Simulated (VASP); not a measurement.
# Be16H (a cell with a defect) in VASP: single point with PBE+D3(BJ)

Aim: the single point of Be16H (a cell with a defect) with PBE+D3(BJ).

Everything below comes from runs of VASP 6.6.1. Logs are shortened: lines on timing, memory, paths and dates and some standing lists are left out, and cuts for length are marked.

## (1) The cell of the first run

The cell holds a defect, 17 atoms: a = 4.580 Å, b = 3.966 Å, c = 7.177 Å, α = 90.00°, β = 90.00°, γ = 90.00°.

## (2) Single point, PBE+D3(BJ)

Input file INCAR:

```
PREC = Accurate
ENCUT = 520
EDIFF = 1E-7
ISMEAR = -1
SIGMA = 0.15
LREAL = Auto
LASPH = True
NELM = 100
ALGO = Normal
ISIF = 2
LWAVE = False
LCHARG = False
GGA = PE
IVDW = 12
NBANDS = 30
```

Input file KPOINTS:

```
Automatic mesh
0
Gamma
  5 6 4
```

Input file POSCAR:

```
Be16H
1.0
   -2.2900000000     -3.9663960000      0.0000000000
    3.4350000000     -1.9831980000      0.0000000000
    0.0000000000      0.0000000000      7.1768600000
Be H
16 1
Direct
    0.7502635628      0.5065104975      0.0051829073
    0.4990814807      0.3329829958      0.2502097017
    0.7502673738      0.5065124559      0.4952399796
    0.4820750717      0.3410861468      0.7502168079
    0.4961337744     -0.0049969888      0.0046425596
    0.2500576859      0.8267944980      0.2502105378
    0.4961391138     -0.0049980872      0.4957797700
    0.2500813409      0.8308577207      0.7502136032
    0.2502245798      0.4959788320      0.0015703246
    0.0009972773      0.3329664527      0.2502131852
    0.2502248937      0.4959746744      0.4988533983
    0.0184880660      0.3412019421      0.7502168079
    0.0041172319     -0.0050275223      0.0045296968
    0.7500599754      0.8372341612      0.2502123491
    0.0041252556     -0.0050294511      0.4958934687
    0.7502453357      0.8181073708      0.7502159719
    0.7509709138      0.1747238407      0.7502299056
```

Potentials or basis: VASP PAW PBE potentials, release 64 (Be, H).

Run with:

```sh
> cat potpaw_PBE.64/Be/POTCAR potpaw_PBE.64/H/POTCAR > POTCAR
> mpirun -np 1 vasp_std > vasp.out
```

OUTCAR:

```text
PREC = Accurate
   ENCUT = 520
   EDIFF = 1E-7
   ISMEAR = -1
   LREAL = Auto
   LASPH = True
   NELM = 100
   ISIF = 2
   GGA = PE
   IVDW = 12
 IVDW          = 12

 ion  position               nearest neighbor table
   1  0.750  0.507  0.005-  14 2.19  16 2.21  10 2.21   2 2.21  13 2.26   5 2.26   9 2.29   9 2.29
                            12 2.30   4 2.30  13 2.34   5 2.34
   2  0.499  0.333  0.250-   1 2.21   3 2.21   9 2.21  11 2.21   5 2.21   7 2.21   6 2.27  14 2.28
                            10 2.28  10 2.30  14 2.31   6 2.31
   3  0.750  0.507  0.495-  14 2.19  16 2.21  10 2.21   2 2.21  15 2.26   7 2.26  11 2.29  11 2.29
                            12 2.30   4 2.30  15 2.34   7 2.34
   4  0.482  0.341  0.750-  17 1.40  12 2.12   9 2.18  11 2.18   8 2.21  16 2.26   5 2.29   7 2.29
                             8 2.29   1 2.30   3 2.30
   5  0.496  0.995  0.005-   6 2.20  14 2.20   2 2.21   8 2.24  13 2.25   1 2.26  16 2.28   9 2.28
                             9 2.28   4 2.29  13 2.33   1 2.34
   6  0.250  0.827  0.250-   5 2.20   7 2.20  15 2.20  13 2.20   9 2.21  11 2.21   2 2.27  10 2.27
                            14 2.29  14 2.29   2 2.31  10 2.31
   7  0.496  0.995  0.496-   6 2.20  14 2.20   2 2.21   8 2.24  15 2.25   3 2.26  16 2.28  11 2.28
                            11 2.28   4 2.29  15 2.33   3 2.34
   8  0.250  0.831  0.750-  12 2.21   4 2.21   9 2.24  11 2.24  13 2.24  15 2.24   5 2.24   7 2.24
                            12 2.29   4 2.29  16 2.29  16 2.29
   9  0.250  0.496  0.002-  12 2.18   4 2.18   2 2.21  10 2.21   6 2.21   8 2.24   5 2.28  13 2.28
                             5 2.28  13 2.28   1 2.29   1 2.29
  10  0.001  0.333  0.250-   3 2.21   1 2.21  11 2.21   9 2.21  15 2.22  13 2.22   6 2.27  14 2.28
                             2 2.28   2 2.30  14 2.31   6 2.31
  11  0.250  0.496  0.499-  12 2.18   4 2.18   2 2.21  10 2.21   6 2.21   8 2.24   7 2.28  15 2.28
                             7 2.28  15 2.28   3 2.29   3 2.29
  12  0.018  0.341  0.750-  17 1.39   4 2.12   9 2.18  11 2.18   8 2.21  16 2.26  13 2.29  15 2.29
                             8 2.29   1 2.30   3 2.30
  13  0.004  0.995  0.005-   6 2.20  14 2.20  10 2.22   8 2.24   5 2.25   1 2.26  16 2.27   9 2.28
                             9 2.28  12 2.29   5 2.33   1 2.34
  14  0.750  0.837  0.250-   3 2.19   1 2.19   7 2.20   5 2.20  13 2.20  15 2.20  10 2.28   2 2.28
                             6 2.29   6 2.29  10 2.31   2 2.31
  15  0.004  0.995  0.496-   6 2.20  14 2.20  10 2.22   8 2.24   7 2.25   3 2.26  16 2.28  11 2.28
                            11 2.28  12 2.29   7 2.33   3 2.34
  16  0.750  0.818  0.750-  17 1.41   1 2.21   3 2.21  12 2.26   4 2.26  13 2.27  15 2.28   5 2.28
                             7 2.28   8 2.29   8 2.29
  17  0.751  0.175  0.750-  12 1.39   4 1.40  16 1.41

  LATTYP: Found a simple orthorhombic cell.
 ALAT       =     3.9663962620
 B/A-ratio  =     1.1547004875
 C/A-ratio  =     1.8094157835

  Lattice vectors:

 A1 = (  -3.4350000000,   1.9831980000,   0.0000000000)
 A2 = (  -2.2900000000,  -3.9663960000,   0.0000000000)
 A3 = (   0.0000000000,   0.0000000000,   7.1768600000)

Analysis of symmetry for initial positions (statically):
=====================================================================
 Subroutine PRICEL returns:
 Original cell was already a primitive cell.

 Routine SETGRP: Setting up the symmetry group for a
 simple orthorhombic supercell.

 Subroutine GETGRP returns: Found  1 space group operations
 (whereof  1 operations were pure point group operations)
 out of a pool of  8 trial point group operations.

The static configuration has the point symmetry C_1 .

Analysis of symmetry for dynamics (positions and initial velocities):
=====================================================================
 Subroutine PRICEL returns:
 Original cell was already a primitive cell.

 Routine SETGRP: Setting up the symmetry group for a
 simple orthorhombic supercell.

 Subroutine GETGRP returns: Found  1 space group operations
 (whereof  1 operations were pure point group operations)
 out of a pool of  8 trial point group operations.

The dynamic configuration has the point symmetry C_1 .

 Subroutine INISYM returns: Found  1 space group operations
 (whereof  1 operations are pure point group operations),
 and found     1 'primitive' translations

----------------------------------------------------------------------------------------

                                     Primitive cell

  volume of cell :     130.3755

  direct lattice vectors                    reciprocal lattice vectors
    -2.290000000 -3.966396000  0.000000000    -0.109170306 -0.189088533  0.000000000
     3.435000000 -1.983198000  0.000000000     0.218340611 -0.126059022  0.000000000
[... 57 lines left out ...]
     0.000000000  0.000000000  0.034834175     0.000000000  0.000000000  0.250000000

  Length of vectors
     0.043668125  0.042019671  0.034834175

  Shift w.r.t. Gamma in fractional coordinates (k-lattice)
     0.000000000  0.000000000  0.000000000

 Subroutine IBZKPT returns following result:
 ===========================================

 Found     62 irreducible k-points:

 Following reciprocal coordinates:
            Coordinates               Weight
  0.000000  0.000000  0.000000      1.000000
  0.200000  0.000000  0.000000      2.000000
  0.400000  0.000000  0.000000      2.000000
  0.000000  0.166667  0.000000      2.000000
  0.200000  0.166667  0.000000      2.000000
 -0.200000  0.166667  0.000000      2.000000
[... 16 lines left out ...]
  0.000000  0.166667 -0.250000      2.000000
  0.200000  0.166667  0.250000      2.000000
 [... further k-points ...]
   k-points           NKPTS =     62   k-points in BZ     NKDIM =     62   number of bands    NBANDS=     30
   number of dos      NEDOS =    301   number of ions     NIONS =     17
   total plane-waves  NPLWV =  58320
   dimension x,y,z NGX =    36 NGY =   30 NGZ =   54
   dimension x,y,z NGXF=    72 NGYF=   60 NGZF=  108
   ions per type =              16   1
   NGX,Y,Z   is equivalent  to a cutoff of  13.07, 12.57, 12.51 a.u.
   NGXF,Y,Z  is equivalent  to a cutoff of  26.13, 25.15, 25.02 a.u.
 SYSTEM =  unknown system
   PREC   = accura    normal or accurate (medium, high low for compatibility)
   ISTART =      0    job   : 0-new  1-cont  2-samecut
   ICHARG =      2    charge: 1-file 2-atom 10-const
   ISPIN  =      1    spin polarized calculation?
   LNONCOLLINEAR =      F non collinear calculations
   LSORBIT =      F    spin-orbit coupling
   LASPH  =      T    aspherical Exc in radial PAW
   ENCUT  =  520.0 eV  38.22 Ry    6.18 a.u.   8.52  7.37 13.34*2*pi/ulx,y,z
   NELM   =    100;   NELMIN=  2; NELMDL= -5     # of ELM steps
   EDIFF  = 0.1E-06   stopping-criterion for ELM
   LREAL  =      T    real-space projection
   EDIFFG = 0.1E-05   stopping-criterion for IOM
   NSW    =      0    number of steps for IOM
   IBRION =     -1    ionic relax: 0-MD 1-quasi-New 2-CG
   NFREE  =      0    steps in history (QN), initial steepest desc. (CG)
   ISIF   =      2    stress and relaxation
   ISYM   =      2    0-nonsym 1-usesym 2-fastsym
   POTIM  = 0.5000    time-step for ionic-motion
   TEBEG  =    0.0;   TEEND  =   0.0 temperature during run
   PSTRESS=    0.0 pullay stress
   NELECT =      33.0000    total number of electrons
   NUPDOWN=      -1.0000    fix difference up-down
   EMIN   =  10.00;   EMAX   =-10.00  energy-range for DOS
   EFERMI =   0.00;   METHOD = LEGACY
   ISMEAR =    -1;   SIGMA  =   0.15  broadening in eV -4-tet -1-fermi 0-gaus
   EFERMI_NEDOS =   21; number of points for ismear=-14 and -15
   IALGO  =     38    algorithm
   IMIX   =      4    mixing-type and parameters
     AMIX     =   0.40;   BMIX     =  1.00
     AMIX_MAG =   1.60;   BMIX_MAG =  1.00
  volume/ion in A,a.u.               =       7.67        51.75
  Fermi-wavevector in a.u.,A,eV,Ry     =   1.035573  1.956950 14.591049  1.072412
  Thomas-Fermi vector in A             =   2.169923
   LORBIT       =      0    0 simple, 1 ext, 2 COOP (PROOUT), +10 PAW based schemes
   GGA     = PE    functional components
   LHFCALC =     F    Hartree Fock is set to
   AEXX    =    0.0000 exact exchange contribution
   IVDW    =    12    specifies the selected vdW correction
   LEPSILON=     F    determine dielectric tensor
   LRPA    =     F    only Hartree local field effects (RPA)
 non-spin polarized calculation
  energy-cutoff  :      520.00
  volume of cell :      130.38
 maximum number of plane-waves:      3532
 NGX is ok and might be reduce to    36
   NGX = 17   NGY = 15   NGZ = 27

 number of electron      33.0000000 magnetization

 Free energy of the ion-electron system (eV)
  ---------------------------------------------------
  ext. energy  EPLUGINS =         0.00000000
  ---------------------------------------------------
  free energy    TOTEN  =       -61.36961344 eV

  energy without entropy =      -61.23074015  energy(sigma->0) =      -61.30017680

 E-fermi :   7.1555     XC(G=0): -10.5799

 val. band max:        7.1502625100   @ k =   0.4000   0.3333   0.0000
 cond. band min:       7.1586204209   @ k =   0.4000   0.5000   0.0000
 fundamental gap:      0.0083579109
 Fermi energy:         7.1554865654

 k-point     1 :       0.0000    0.0000    0.0000
  band No.  band energies     occupation
      1      -4.9893      2.00000
      2      -2.9098      2.00000
      3      -2.1920      2.00000
      4      -0.3081      2.00000
      5       0.9650      2.00000
      6       1.5095      2.00000
[... 733 lines left out ...]
     27      11.9111      0.00000
     28      12.2147      0.00000

 [... further k-points ...]

 [bands above 28 left out]

------------------------ aborting loop because EDIFF is reached ----------------------------------------

 Edisp (eV)   -5.70750

 E8    (eV) :    -1.9579

  FORCE on cell =-STRESS in cart. coord.  units (eV):
  Direction    XX          YY          ZZ          XY          YZ          ZX
  --------------------------------------------------------------------------------------
  -------------------------------------------------------------------------------------
  Total      -4.92440    -4.13539    -4.60356     0.66201     0.00007     0.00013
  in kB     -60.51566   -50.81959   -56.57286     8.13537     0.00087     0.00155
  external pressure =      -55.97 kB  Pullay stress =        0.00 kB

 VOLUME and BASIS-vectors are now :
 -----------------------------------------------------------------------------
  energy-cutoff  :      520.00
  volume of cell :      130.38
      direct lattice vectors                 reciprocal lattice vectors
    -2.290000000 -3.966396000  0.000000000    -0.109170306 -0.189088533  0.000000000
     3.435000000 -1.983198000  0.000000000     0.218340611 -0.126059022  0.000000000
     0.000000000  0.000000000  7.176860000     0.000000000  0.000000000  0.139336702

 POSITION                                       TOTAL-FORCE (eV/Angst)
 -----------------------------------------------------------------------------------
      0.02176     -3.98035      0.03720         0.000949      0.004282      0.000671
      0.00090     -2.63993      1.79572        -0.001454     -0.008170      0.000060
      0.02176     -3.98037      3.55427         0.000865      0.004434     -0.000303
      0.06768     -2.58854      5.38420        -0.018749     -0.028777     -0.000383
      2.28169     -3.94115      0.03332        -0.000894     -0.007137     -0.005446
      2.26741     -2.63152      1.79573         0.004882     -0.003818      0.000070
[... 9 lines left out ...]
      1.09214     -4.59824      5.38420        -0.026703      0.024091     -0.000205
     -1.11955     -3.32516      5.38430         0.022085      0.025730      0.000135
 -----------------------------------------------------------------------------------
    total drift:                                0.000515     -0.000190      0.000488

  FREE ENERGIE OF THE ION-ELECTRON SYSTEM (eV)
  ---------------------------------------------------
  free  energy   TOTEN  =       -67.0771168188 eV

  energy  without entropy=      -66.9382435258  energy(sigma->0) =      -67.00768017
```

Wall time 9.6 min (1 thread of Oxide Virtual Turin-like, shared host); peak memory 0.29 GiB.

What came out:

| Quantity | Value |
| --- | --- |
| Free energy | -67.0771 eV |
| Pressure | -5.6 GPa |
| Largest force | 0.036 eV/Å |
| Band gap on the k mesh | zero (an odd number of electrons rules out a gap without spin polarisation) |
| Dispersion energy per atom | -0.336 eV |

Forces on the atoms (eV/Å):
```
Be   0.001  0.004  0.001
Be  -0.001 -0.008  0.000
Be   0.001  0.004  0.000
Be  -0.019 -0.029  0.000
Be  -0.001 -0.007 -0.005
Be   0.005 -0.004  0.000
Be  -0.001 -0.007  0.006
Be  -0.016 -0.003  0.000
Be   0.001  0.001 -0.010
Be   0.001 -0.001  0.000
Be   0.001  0.001  0.010
Be   0.020 -0.004  0.000
Be   0.007  0.002  0.005
Be   0.000 -0.003  0.000
Be   0.007  0.003 -0.005
Be  -0.027  0.024  0.000
H    0.022  0.026  0.000
```
